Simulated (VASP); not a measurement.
# KTaO3 (P4/mmm) in VASP: notebook

Runs on KTaO3. Level: PBE. Tasks: single point, relaxation of cell and atoms.

Program: VASP 6.6.1. These are calculated values, not measurements. Logs are shortened: lines on timing, memory, paths and dates and some standing lists are left out, and cuts for length are marked.

## (1) The cell of the first run

The structure is tetragonal, space group P4/mmm (No. 123). The conventional cell has a = 3.537 Å, b = 3.537 Å, c = 7.279 Å, α = 90.00°, β = 90.00°, γ = 90.00°. Within 3.3 Å of K (site symmetry 4/mmm) lie 12 O at 2.50 to 3.07 Å. Ta (site symmetry 4/mmm) has 2 O at 1.85 Å within 2.5 Å. O (site symmetry 4/mmm) has 2 O at 1.79 Å within 2.4 Å. Within 2.4 Å of O (site symmetry 4mm) lie 1 O at 1.79 Å and 1 Ta at 1.85 Å.

The cell was built from a structure type or drawn by symmetry, and may not be a known phase.

## (2) Single point, PBE

Contents of INCAR:

```
PREC = Accurate
ENCUT = 520
EDIFF = 1E-6
ISMEAR = 0
SIGMA = 0.1
LREAL = F
LASPH = T
NELM = 60
ALGO = Normal
ISIF = 2
LWAVE = F
LCHARG = T
GGA = PE
LELF = T
LVHAR = T
NBANDS = 27
```

Contents of KPOINTS:

```
Automatic mesh
0
Gamma
  6 6 2
```

Contents of POSCAR:

```
KTaO3
1.0
    3.5367002311      0.0000000000      0.0000000000
    0.0000000000      3.5367002311      0.0000000000
    0.0000000000      0.0000000000      7.2792312998
K Ta O
1 1 3
Direct
    0.0000000000      0.0000000000      0.5000000000
    0.5000000000      0.5000000000      0.0000000000
    0.5000000000      0.5000000000      0.5000000000
    0.5000000000      0.5000000000      0.7457255244
    0.5000000000      0.5000000000      0.2542744756
```

Potentials or basis: VASP PAW PBE potentials, release 64 (K_sv, Ta_pv, O).

Launch:

```bash
> cat potpaw_PBE.64/K_sv/POTCAR potpaw_PBE.64/Ta_pv/POTCAR potpaw_PBE.64/O/POTCAR > POTCAR
> mpirun -np 1 vasp_std > vasp.out
```

OUTCAR:

```text
PREC = Accurate
   ENCUT = 520
   EDIFF = 1E-6
   ISMEAR = 0
   LREAL = F
   LASPH = T
   NELM = 60
   ISIF = 2
   GGA = PE

 ion  position               nearest neighbor table
   1  0.000  0.000  0.500-   3 2.50   3 2.50   3 2.50   3 2.50
   2  0.500  0.500  0.000-   4 1.85   5 1.85
   3  0.500  0.500  0.500-   4 1.79   5 1.79   1 2.50   1 2.50   1 2.50   1 2.50
   4  0.500  0.500  0.746-   3 1.79   2 1.85
   5  0.500  0.500  0.254-   3 1.79   2 1.85

  LATTYP: Found a simple tetragonal cell.
 ALAT       =     3.5367002311
 C/A-ratio  =     2.0581985535

  Lattice vectors:

 A1 = (   3.5367002311,   0.0000000000,   0.0000000000)
 A2 = (   0.0000000000,   3.5367002311,   0.0000000000)
 A3 = (   0.0000000000,   0.0000000000,   7.2792312998)

Analysis of symmetry for initial positions (statically):
=====================================================================
 Subroutine PRICEL returns:
 Original cell was already a primitive cell.

 Routine SETGRP: Setting up the symmetry group for a
 simple tetragonal supercell.

 Subroutine GETGRP returns: Found 16 space group operations
 (whereof 16 operations were pure point group operations)
 out of a pool of 16 trial point group operations.

The static configuration has the point symmetry D_4h.

Analysis of symmetry for dynamics (positions and initial velocities):
=====================================================================
 Subroutine PRICEL returns:
 Original cell was already a primitive cell.

 Routine SETGRP: Setting up the symmetry group for a
 simple tetragonal supercell.

 Subroutine GETGRP returns: Found 16 space group operations
 (whereof 16 operations were pure point group operations)
 out of a pool of 16 trial point group operations.

The dynamic configuration has the point symmetry D_4h.

 Subroutine INISYM returns: Found 16 space group operations
 (whereof 16 operations are pure point group operations),
 and found     1 'primitive' translations

----------------------------------------------------------------------------------------

                                     Primitive cell

  volume of cell :      91.0504

  direct lattice vectors                    reciprocal lattice vectors
     3.536700231  0.000000000  0.000000000     0.282749437  0.000000000  0.000000000
     0.000000000  3.536700231  0.000000000     0.000000000  0.282749437  0.000000000
     0.000000000  0.000000000  7.279231300     0.000000000  0.000000000  0.137377143

  length of vectors
     3.536700231  3.536700231  7.279231300     0.282749437  0.282749437  0.137377143

  position of ions in fractional coordinates (direct lattice)
     0.000000000  0.000000000  0.500000000
     0.500000000  0.500000000  0.000000000
     0.500000000  0.500000000  0.500000000
     0.500000000  0.500000000  0.745725524
     0.500000000  0.500000000  0.254274476

  ion indices of the primitive-cell ions
   primitive index   ion index
                 1           1
                 2           2
                 3           3
                 4           4
                 5           5

----------------------------------------------------------------------------------------

 KPOINTS: Automatic mesh

Automatic generation of k-mesh.
 Grid dimensions read from file:
 generate k-points for:    6    6    2

 Generating k-lattice:

  Cartesian coordinates                     Fractional coordinates (reciprocal lattice)
     0.047124906  0.000000000  0.000000000     0.166666667  0.000000000  0.000000000
     0.000000000  0.047124906  0.000000000     0.000000000  0.166666667  0.000000000
     0.000000000  0.000000000  0.068688572     0.000000000  0.000000000  0.500000000

  Length of vectors
     0.047124906  0.047124906  0.068688572

  Shift w.r.t. Gamma in fractional coordinates (k-lattice)
     0.000000000  0.000000000  0.000000000

 Subroutine IBZKPT returns following result:
 ===========================================

 Found     20 irreducible k-points:

 Following reciprocal coordinates:
            Coordinates               Weight
  0.000000  0.000000  0.000000      1.000000
  0.166667  0.000000  0.000000      4.000000
  0.333333  0.000000  0.000000      4.000000
  0.500000  0.000000  0.000000      2.000000
  0.166667  0.166667  0.000000      4.000000
  0.333333  0.166667  0.000000      8.000000
[... 12 lines left out ...]
  0.500000  0.333333  0.500000      4.000000
  0.500000  0.500000  0.500000      1.000000
   k-points           NKPTS =     20   k-points in BZ     NKDIM =     20   number of bands    NBANDS=     27
   number of dos      NEDOS =    301   number of ions     NIONS =      5
   total plane-waves  NPLWV =  42336
   dimension x,y,z NGX =    28 NGY =   28 NGZ =   54
   dimension x,y,z NGXF=    56 NGYF=   56 NGZF=  108
   ions per type =               1   1   3
   NGX,Y,Z   is equivalent  to a cutoff of  13.16, 13.16, 12.33 a.u.
   NGXF,Y,Z  is equivalent  to a cutoff of  26.32, 26.32, 24.67 a.u.
 SYSTEM =  unknown system
   PREC   = accura    normal or accurate (medium, high low for compatibility)
   ISTART =      0    job   : 0-new  1-cont  2-samecut
   ICHARG =      2    charge: 1-file 2-atom 10-const
   ISPIN  =      1    spin polarized calculation?
   LNONCOLLINEAR =      F non collinear calculations
   LSORBIT =      F    spin-orbit coupling
   LASPH  =      T    aspherical Exc in radial PAW
   ENCUT  =  520.0 eV  38.22 Ry    6.18 a.u.   6.58  6.58 13.53*2*pi/ulx,y,z
   NELM   =     60;   NELMIN=  2; NELMDL= -5     # of ELM steps
   EDIFF  = 0.1E-05   stopping-criterion for ELM
   LREAL  =      F    real-space projection
   EDIFFG = 0.1E-04   stopping-criterion for IOM
   NSW    =      0    number of steps for IOM
   IBRION =     -1    ionic relax: 0-MD 1-quasi-New 2-CG
   NFREE  =      0    steps in history (QN), initial steepest desc. (CG)
   ISIF   =      2    stress and relaxation
   ISYM   =      2    0-nonsym 1-usesym 2-fastsym
   POTIM  = 0.5000    time-step for ionic-motion
   TEBEG  =    0.0;   TEEND  =   0.0 temperature during run
   PSTRESS=    0.0 pullay stress
   NELECT =      38.0000    total number of electrons
   NUPDOWN=      -1.0000    fix difference up-down
   EMIN   =  10.00;   EMAX   =-10.00  energy-range for DOS
   EFERMI =   0.00;   METHOD = LEGACY
   ISMEAR =     0;   SIGMA  =   0.10  broadening in eV -4-tet -1-fermi 0-gaus
   EFERMI_NEDOS =   21; number of points for ismear=-14 and -15
   IALGO  =     38    algorithm
   IMIX   =      4    mixing-type and parameters
     AMIX     =   0.40;   BMIX     =  1.00
     AMIX_MAG =   1.60;   BMIX_MAG =  1.00
  volume/ion in A,a.u.               =      18.21       122.89
  Fermi-wavevector in a.u.,A,eV,Ry     =   1.223419  2.311927 20.364588  1.496755
  Thomas-Fermi vector in A             =   2.358531
   LORBIT       =      0    0 simple, 1 ext, 2 COOP (PROOUT), +10 PAW based schemes
   GGA     = PE    functional components
   LHFCALC =     F    Hartree Fock is set to
   AEXX    =    0.0000 exact exchange contribution
   IVDW    =     0    specifies the selected vdW correction
   LEPSILON=     F    determine dielectric tensor
   LRPA    =     F    only Hartree local field effects (RPA)
 non-spin polarized calculation
 Gauss-broadening in eV      SIGMA  =   0.10
  energy-cutoff  :      520.00
  volume of cell :       91.05
 maximum number of plane-waves:      2492
 NGX is ok and might be reduce to    28
   NGX = 13   NGY = 13   NGZ = 27

 number of electron      38.0000019 magnetization

 Free energy of the ion-electron system (eV)
  ---------------------------------------------------
  ext. energy  EPLUGINS =         0.00000000
  ---------------------------------------------------
  free energy    TOTEN  =       -30.81177730 eV

  energy without entropy =      -30.79212796  energy(sigma->0) =      -30.80195263

 E-fermi :   0.1200     XC(G=0):  -9.1199

 val. band max:        0.0980593864   @ k =   0.5000   0.1667   0.0000
 cond. band min:       0.1500090783   @ k =   0.1667   0.0000   0.0000
 fundamental gap:      0.0519496920
 Fermi energy:         0.1200288369

 k-point     1 :       0.0000    0.0000    0.0000
  band No.  band energies     occupation
      1     -34.8409      2.00000
      2     -34.7511      2.00000
      3     -34.7511      2.00000
      4     -27.0613      2.00000
      5     -18.6060      2.00000
      6     -16.6488      2.00000
[... 19 lines left out ...]
     26       7.0664      0.00000
     27       7.8485      0.00000

 k-point     2 :       0.1667    0.0000    0.0000
  band No.  band energies     occupation
      1     -34.8390      2.00000
      2     -34.7718      2.00000
      3     -34.7496      2.00000
      4     -27.0417      2.00000
      5     -18.6227      2.00000
      6     -16.6272      2.00000
[... 19 lines left out ...]
     26       7.3786      0.00000
     27       8.3862      0.00000

 k-point     3 :       0.3333    0.0000    0.0000
  band No.  band energies     occupation
      1     -34.8351      2.00000
      2     -34.8128      2.00000
      3     -34.7464      2.00000
      4     -27.0019      2.00000
      5     -18.6588      2.00000
      6     -16.5833      2.00000
[... 19 lines left out ...]
     26       7.3756      0.00000
     27       8.9250      0.00000

 k-point     4 :       0.5000    0.0000    0.0000
  band No.  band energies     occupation
      1     -34.8332      2.00000
      2     -34.8332      2.00000
      3     -34.7448      2.00000
      4     -26.9817      2.00000
      5     -18.6785      2.00000
      6     -16.5610      2.00000
[... 19 lines left out ...]
     26       7.9947      0.00000
     27       9.6015      0.00000

 k-point     5 :       0.1667    0.1667    0.0000
  band No.  band energies     occupation
      1     -34.8370      2.00000
      2     -34.7704      2.00000
      3     -34.7698      2.00000
      4     -27.0236      2.00000
      5     -18.6274      2.00000
      6     -16.6069      2.00000
[... 19 lines left out ...]
     26       7.6198      0.00000
     27       8.8983      0.00000

 k-point     6 :       0.3333    0.1667    0.0000
  band No.  band energies     occupation
      1     -34.8332      2.00000
      2     -34.8110      2.00000
      3     -34.7668      2.00000
      4     -26.9870      2.00000
      5     -18.6387      2.00000
      6     -16.5660      2.00000
[... 324 lines left out ...]
      1     -34.8314      2.00000
      2     -34.8313      2.00000
      3     -34.7652      2.00000
      4     -26.9685      2.00000
      5     -18.1311      2.00000
      6     -17.7341      2.00000
[... 19 lines left out ...]
     26       8.3422      0.00000
     27       9.2815      0.00000

 k-point    18 :       0.3333    0.3333    0.5000
  band No.  band energies     occupation
      1     -34.8295      2.00000
      2     -34.8076      2.00000
      3     -34.8070      2.00000
      4     -26.9568      2.00000
      5     -18.0692      2.00000
      6     -17.7191      2.00000
[... 19 lines left out ...]
     26       7.8422      0.00000
     27       7.8838      0.00000

 k-point    19 :       0.5000    0.3333    0.5000
  band No.  band energies     occupation
      1     -34.8276      2.00000
      2     -34.8275      2.00000
      3     -34.8055      2.00000
      4     -26.9416      2.00000
      5     -18.0469      2.00000
      6     -17.7017      2.00000
[... 19 lines left out ...]
     26       7.9905      0.00000
     27       8.6261      0.00000

 k-point    20 :       0.5000    0.5000    0.5000
  band No.  band energies     occupation
      1     -34.8257      2.00000
      2     -34.8256      2.00000
      3     -34.8256      2.00000
      4     -26.9281      2.00000
      5     -18.0033      2.00000
      6     -17.6854      2.00000
[... 19 lines left out ...]
     26       5.2400      0.00000
     27       7.7794      0.00000

------------------------ aborting loop because EDIFF is reached ----------------------------------------

  FORCE on cell =-STRESS in cart. coord.  units (eV):
  Direction    XX          YY          ZZ          XY          YZ          ZX
  --------------------------------------------------------------------------------------
  -------------------------------------------------------------------------------------
  Total       -0.0210983     -0.0210983      0.4192391      0.0000000      0.0000000     -0.0000000
  in kB       -0.3712574     -0.3712574      7.3771795      0.0000000      0.0000000     -0.0000000
  external PRESSURE =       2.2115549 kB  Pullay stress =       0.0000000 kB

 VOLUME and BASIS-vectors are now :
 -----------------------------------------------------------------------------
  energy-cutoff  :      520.00
  volume of cell :       91.05
      direct lattice vectors                 reciprocal lattice vectors
     3.536700231  0.000000000  0.000000000     0.282749437  0.000000000  0.000000000
     0.000000000  3.536700231  0.000000000     0.000000000  0.282749437  0.000000000
     0.000000000  0.000000000  7.279231300     0.000000000  0.000000000  0.137377143

 POSITION                                       TOTAL-FORCE (eV/Angst)
 -----------------------------------------------------------------------------------
      0.00000      0.00000      3.63962        -0.000000     -0.000000     -0.000000
      1.76835      1.76835      0.00000        -0.000000     -0.000000     -0.000000
      1.76835      1.76835      3.63962        -0.000000     -0.000000     -0.000000
      1.76835      1.76835      5.42831         0.000000     -0.000000     -0.206772
      1.76835      1.76835      1.85092        -0.000000      0.000000      0.206772
 -----------------------------------------------------------------------------------
    total drift:                                0.000000      0.000000      0.000000

  FREE ENERGIE OF THE ION-ELECTRON SYSTEM (eV)
  ---------------------------------------------------
  free  energy   TOTEN  =       -30.8117773004 eV

  energy  without entropy=      -30.7921279579  energy(sigma->0) =      -30.80195263
```

Run time: 62 s. Hardware: 1 thread of AMD EPYC 7R43 (Zen 3), shared host; peak memory 0.18 GiB.

Results:

| Quantity | Value |
| --- | --- |
| Free energy | -30.8118 eV |
| Pressure | 0.2 GPa |
| Largest force | 0.207 eV/Å |
| Band gap on the k mesh | zero (bands 19 and 20 overlap by 0.45 eV) |

Forces in eV/Å, atoms in the order of the input:
```
K    0.000  0.000  0.000
Ta   0.000  0.000  0.000
O    0.000  0.000  0.000
O    0.000  0.000 -0.207
O    0.000  0.000  0.207
```

Caveat: the k points lie up to 0.43 Å⁻¹ apart; spin-orbit coupling is left out, which moves the levels of the heavy elements.

## (3) Relaxation of cell and atoms, PBE

This run uses another cell than the first one, of 19.29 Å³/atom.

Contents of INCAR:

```
SYSTEM = KTaO3
  ALGO = Normal
  EDIFF = 1E-6
  EDIFFG = -0.04
  ENCUT = 600
  GGA = PE
  IBRION = 2
  ISIF = 3
  ISMEAR = 0
  LASPH = .True.
  LCHARG = .False.
  LREAL = .False.
  LWAVE = .False.
  NELM = 80
  NSW = 90
  PREC = Accurate
  SIGMA = 0.1
```

Contents of KPOINTS:

```
k-points
0
Gamma
  6 6 2
  0 0 0
```

Contents of POSCAR:

```
KTaO3
1.0
    3.5266955100      0.0000000000      0.0000000000
    0.0000000000      3.5266955100      0.0000000000
    0.0000000000      0.0000000000      7.7553140000
K Ta O
1 1 3
Direct
    0.0000000000      0.0000000000      0.5000000000
    0.5000000000      0.5000000000      0.0000000000
    0.5000000000      0.5000000000      0.5000000000
    0.5000000000      0.5000000000      0.7410011300
    0.5000000000      0.5000000000      0.2589988700
```

Potentials or basis: VASP PAW PBE potentials, release 64 (K_sv, Ta_pv, O).

Launch:

```bash
> cat potpaw_PBE.64/K_sv/POTCAR potpaw_PBE.64/Ta_pv/POTCAR potpaw_PBE.64/O/POTCAR > POTCAR
> mpirun -np 1 vasp_std > vasp.out
```

Run time: 4.3 min. Hardware: 1 thread of AMD EPYC 7R43 (Zen 3), shared host; peak memory 0.22 GiB.

Results (log left out):

| Item | Value |
| --- | --- |
| Free energy | -30.8256 eV |
| Relaxed volume | 18.13 Å³/atom |
| Relaxed cell | a = 3.529 Å, b = 3.529 Å, c = 7.280 Å, α = 90.00°, β = 90.00°, γ = 90.00° |
| Space group after relaxing (to 0.1 Å) | P4/mmm (No. 123) |
| Pressure after relaxing | 0.0 GPa |
| Largest force after relaxing | 0.019 eV/Å |
| Band gap on the k mesh | zero (bands 19 and 20 overlap by 0.45 eV) |

Forces in eV/Å, atoms in the order of the input:
```
K    0.000  0.000  0.000
Ta   0.000  0.000  0.000
O    0.000  0.000  0.000
O    0.000  0.000  0.019
O    0.000  0.000 -0.019
```

Stress tensor (GPa, compression positive):
```
 0.12  0.00  0.00
 0.00  0.12  0.00
 0.00  0.00 -0.34
```

Final structure:
```
CELL_PARAMETERS angstrom
3.52871 0.00000 0.00000
0.00000 3.52871 0.00000
0.00000 0.00000 7.27962
ATOMIC_POSITIONS crystal
K 0.00000 0.00000 0.50000
Ta 0.50000 0.50000 0.00000
O 0.50000 0.50000 0.50000
O 0.50000 0.50000 0.74502
O 0.50000 0.50000 0.25498
```

Levels at points of the mesh, in eV from the Fermi level:
| k point | band 15 | band 16 | band 17 | band 18 | band 19 | band 20 | band 21 | band 22 | band 23 |
| --- | --- | --- | --- | --- | --- | --- | --- | --- | --- |
| (0.00, 0.00, 0.00) | -2.93 | -2.37 | -2.37 | -0.57 | 0.05 | 0.05 | 2.48 | 3.70 | 4.24 |
| (0.50, 0.00, 0.00) | -2.82 | -2.66 | -1.17 | -0.91 | -0.25 | 1.40 | 2.64 | 3.76 | 3.77 |
| (0.50, 0.50, 0.00) | -2.89 | -2.89 | -0.68 | -0.18 | -0.18 | 3.27 | 3.52 | 3.52 | 3.80 |
| (0.00, 0.00, 0.50) | -1.85 | -1.85 | -0.79 | -0.56 | -0.40 | -0.40 | 2.24 | 2.48 | 4.46 |
| (0.50, 0.00, 0.50) | -1.74 | -1.37 | -1.19 | -0.86 | -0.73 | 1.40 | 2.17 | 2.55 | 3.85 |
| (0.50, 0.50, 0.50) | -2.62 | -0.69 | -0.66 | -0.56 | -0.56 | 2.15 | 3.27 | 3.87 | 3.87 |

Caveat: the k points lie up to 0.43 Å⁻¹ apart in the final cell; spin-orbit coupling is left out, which moves the levels of the heavy elements.
